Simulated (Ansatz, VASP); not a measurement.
## Two plane-wave programs on Mo

```xyz
1
Lattice="2.6566 0.0000 0.0000 -1.3283 2.3007 0.0000 0.0000 0.0000 2.6556" Properties=species:S:1:pos:R:3 pbc="T T T"
Mo    0.0000    0.0000    1.3278
```

Alike in both runs: task single point; functional PBEsol; k mesh 30 × 30 × 26; occupations gaussian, width 0.15 eV; no spin polarisation.

```csv
,VASP,Ansatz
version,VASP 6.6.1,Ansatz 0.2.0
potentials or method,"VASP PAW PBE potentials, release 64 (Mo_sv), cutoff 520 eV","scalar-relativistic, plane waves, PAW"
valence electrons in the cell,14,14
```

```tsv
	VASP	Ansatz	Ansatz less VASP
gap on the k mesh at the Fermi level (eV)	none	none	-
pressure (GPa)	3.2	2.7	-0.51
traceless stress, the component that is largest in VASP (GPa)	-19.11	-19.03	+0.080
```

VASP's potentials were made for PBE, not for PBEsol. A gap of «none» marks a metal or a gap that the smearing closes. The functional is the same, so the differences come from potentials, cutoffs and numerics.
